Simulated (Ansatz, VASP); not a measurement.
**Two plane-wave programs on SrTiO3**

```xyz
10
Lattice="-2.7777 2.7777 3.9464 2.7777 -2.7777 3.9464 2.7777 2.7777 -3.9464" Properties=species:S:1:pos:R:3 pbc="T T T"
Sr    0.0000    2.7777    1.9732
Sr    2.7777    0.0000    1.9732
Ti   -0.0643    0.0766    0.0000
Ti   -0.0643    0.0766    3.9464
O     0.0000    0.0000    1.9732
O     0.0000    0.0000    5.9197
O     1.2677    4.0454    0.0000
O     1.5100    1.2677    0.0000
O     1.5100   -1.2677    3.9464
O     1.2677    1.5100    3.9464
```

Change from the starting cell: all Ti atoms moved -0.100 Å, as atom 3 towards its neighbour atom 7 (O) at 1.972 Å.

Alike in both runs: task single point; functional PBE; k mesh 8 × 8 × 8; occupations gaussian, width 0.05 eV; no spin polarisation.

|  | VASP | Ansatz |
| --- | --- | --- |
| version | VASP 6.6.1 | Ansatz 0.2.0 |
| potentials or method | VASP PAW PBE potentials, release 64 (Sr_sv, Ti_sv, O), cutoff 520 eV | scalar-relativistic, plane waves, PAW |
| valence electrons in the cell | 80 | 80 |

|  | VASP | Ansatz | Ansatz less VASP |
| --- | --- | --- | --- |
| gap on the k mesh at the Fermi level (eV) | 1.90 | 1.93 | +0.030 |
| least direct gap on the mesh (eV) | 1.90 | 1.93 | +0.030 |
| pressure (GPa) | 1.2 | 0.6 | -0.61 |
| traceless stress, the component that is largest in VASP (GPa) | -0.71 | -0.69 | +0.026 |
| rms of the force components (eV/Å) | 0.124 | 0.120 | -0.0046 |

Atom by atom the forces differ by 0.015 eV/Å (rms over components).
